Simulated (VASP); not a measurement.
A run of VASP 6.6.1:

File INCAR:

```
SYSTEM = Re
  PREC = Accurate
  ENCUT = 600
  EDIFF = 1E-6
  ISMEAR = 0
  SIGMA = 0.05
  LREAL = .False.
  LASPH = .True.
  NELM = 120
  ALGO = Normal
  ISIF = 2
  LWAVE = .False.
  LCHARG = .True.
  GGA = PS
  LELF = .True.
  LVHAR = .True.
  NBANDS = 10
  GGA_COMPAT = .False.
```

KPOINTS

```
Automatic mesh
0
Gamma
  12 12 12
  0 0 0
```

Contents of POSCAR:

```
Re
1.0
   -1.5301549543      1.5301549543      1.5301549543
    1.5301549543     -1.5301549543      1.5301549543
    1.5301549543      1.5301549543     -1.5301549543
Re
1
Direct
    0.0000000000      0.0000000000      0.0000000000
```

Potentials or basis: VASP PAW PBE potentials, release 64 (Re).

The run is started by

```console
$ cat potpaw_PBE.64/Re/POTCAR > POTCAR
$ mpirun -np 1 vasp_std > vasp.out
```

Hardware: 1 thread of AMD EPYC 9R45 96-Core Processor (Zen 5), with other jobs on the host.

Q: Estimate the wall time of this run.

A: It took 8.1 s on 1 thread of AMD EPYC 9R45 96-Core Processor (Zen 5), with other jobs on the host, peak memory 0.12 GiB. Counts: scf iterations 11, k points 72.
